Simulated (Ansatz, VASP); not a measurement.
Two plane-wave programs on Ni

The input INCAR:

```
SYSTEM = Ni
PREC = Accurate
ENCUT = 520
EDIFF = 1E-6
ISMEAR = 1
SIGMA = 0.01
LREAL = .FALSE.
LASPH = .TRUE.
NELM = 150
ALGO = Normal
ISIF = 2
LWAVE = .FALSE.
LCHARG = .TRUE.
ISPIN = 2
MAGMOM = 1.5 1.5
LORBIT = 11
LMAXMIX = 4
GGA = CA
LELF = .TRUE.
LVHAR = .TRUE.
NBANDS = 21
```

The input KPOINTS:

```
Automatic mesh
0
G
  13 13 7
  0 0 0
```

The input POSCAR:

```
Ni
1.0
    2.4960325815      0.0000000000      0.0000000000
   -1.2480162908      2.1616301642      0.0000000000
    0.0000000000      0.0000000000      4.1526892993
Ni
2
Direct
    0.3333333333      0.6666666667      0.2500000000
    0.6666666667      0.3333333333      0.7500000000
```

Input for Ansatz:

```yaml
crystal:
  lattice:
    - [2.496032581546034, 0.0, 0.0]
    - [-1.248016290773017, 2.1616301641762194, 0.0]
    - [0.0, 0.0, 4.152689299289427]
  atoms:
    - { symbol: Ni, position: [0.3333333333333333, 0.6666666666666666, 0.25], spin: 1.5 }
    - { symbol: Ni, position: [0.6666666666666666, 0.3333333333333333, 0.75], spin: 1.5 }
accuracy: medium
basis:
  ecutwfc: 500.0
kpoints:
  mp_grid:
    grid: [13, 13, 7]
hamiltonian:
  xc: lda
  pseudopotentials:
    kind: paw
magnetization:
  spin_polarized: true
scf:
  convergence:
    dr2_threshold: 1.0e-09
  mixing:
    algorithm: broyden
    preconditioner: none
  occupations:
    method: methfessel_paxton
    width: 0.01
```

Alike in both runs: task single point; functional LDA; k mesh 13 × 13 × 7; occupations methfessel-paxton of order 1, width 0.01 eV; collinear spin.

|  | VASP | Ansatz |
| --- | --- | --- |
| version | VASP 6.6.1 | Ansatz 0.2.0 |
| potentials or method | VASP PAW LDA potentials, release 64 (Ni), cutoff 520 eV | plane waves, PAW |
| valence electrons in the cell | 20 | 36 |

Ansatz gave:

- net moment per atom (μB): 0.63
- size of the moment on the site where the two differ most (μB): 0.66

Estimate VASP's values.

net moment per atom (μB): 0.63; size of the moment on the site where the two differ most (μB): 0.63.

LDA's correlation is that of Perdew and Zunger in VASP and of Perdew and Wang (1992) in Ansatz. Site moments also hang on the region over which each program counts them. VASP's potentials hold 20 valence electrons a cell and Ansatz's 36, so a difference there can come from the potentials and not from the codes. Ansatz's warnings: stability check not made, structure snapped to symmetry.
